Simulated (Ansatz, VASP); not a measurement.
## One calculation of ZnS, two programs

Contents of POSCAR:

```
ZnS
1.0
    0.0000000000      2.6940955541      2.6940955541
    2.6940955541      0.0000000000      2.6940955541
    2.6940955541      2.6940955541      0.0000000000
Zn S
1 1
Direct
    0.2500000000      0.2500000000      0.2500000000
    0.0000000000      0.0000000000      0.0000000000
```

The input INCAR.step1:

```
SYSTEM = ZnS
PREC     = Accurate       ! precision mode
ENCUT    = 550            ! plane-wave cutoff, eV
ISMEAR   = 0              ! smearing method
SIGMA    = 0.01           ! smearing width, eV
LREAL    = .False.        ! projectors in reciprocal space
LASPH    = .True.         ! aspherical terms in the spheres
NELM     = 120            ! most SCF steps
NBANDS   = 16             ! bands
GGA      = PE             ! functional
ALGO     = Normal         ! electronic algorithm
EDIFF    = 1E-5           ! SCF threshold, eV
LWAVE    = .True.         ! write WAVECAR
LCHARG   = .False.        ! write CHGCAR
GGA_COMPAT= .False.
```

File INCAR.step2:

```
SYSTEM = ZnS
PREC     = Accurate       ! precision mode
ENCUT    = 550            ! plane-wave cutoff, eV
EDIFF    = 1E-6           ! SCF threshold, eV
ISMEAR   = 0              ! smearing method
SIGMA    = 0.01           ! smearing width, eV
LREAL    = .False.        ! projectors in reciprocal space
LASPH    = .True.         ! aspherical terms in the spheres
NELM     = 120            ! most SCF steps
ALGO     = Normal         ! electronic algorithm
ISIF     = 2              ! what is computed and relaxed
LWAVE    = .False.        ! write WAVECAR
LCHARG   = .False.        ! write CHGCAR
METAGGA  = R2SCAN         ! meta-GGA
LMIXTAU  = .True.       
NBANDS   = 16             ! bands
ISTART   = 1            
GGA_COMPAT= .False.
```

The input KPOINTS:

```
Automatic mesh
0
Gamma
  6 6 6
  0 0 0
```

Input for Ansatz:

```yaml
crystal:
  lattice:
    - [0.0, 2.6940955541, 2.6940955541]
    - [2.6940955541, 0.0, 2.6940955541]
    - [2.6940955541, 2.6940955541, 0.0]
  atoms:
    - { symbol: Zn, position: [0.25, 0.25, 0.25] }
    - { symbol: S, position: [0.0, 0.0, 0.0] }
kpoints:
  mp_grid: { grid: [6, 6, 6] }
hamiltonian:
  xc: r2scan
scf:
  occupations: { method: fixed }
output:
  optics:
    e_range: [0, 14]
    de: 0.05
    sigma: 0.1
    bands: { spectra_wanted_up_to: 14 }
  write_density: true
  write_potential: true
  elf: true
  volumetric_format: npy
```

Alike in both runs: task single point; functional r2SCAN; k mesh 6 × 6 × 6; no spin polarisation.

|  | VASP | Ansatz |
| --- | --- | --- |
| version | VASP 6.6.1 | Ansatz 0.2.0 |
| potentials or method | VASP PAW PBE potentials, release 64 (Zn, S) | plane waves, PAW |
| plane-wave cutoff (eV) | 550 | 500 |
| occupations | gaussian, width 0.01 eV | fixed |
| valence electrons in the cell | 18 | 18 |

VASP gave:

| Quantity | Value |
| --- | --- |
| gap on the k mesh at the Fermi level (eV) | 2.72 |

**Question.** What did Ansatz give for the same quantities?

**Answer.** gap on the k mesh at the Fermi level (eV): 2.70.

VASP's potentials were made for PBE, not for r2SCAN.
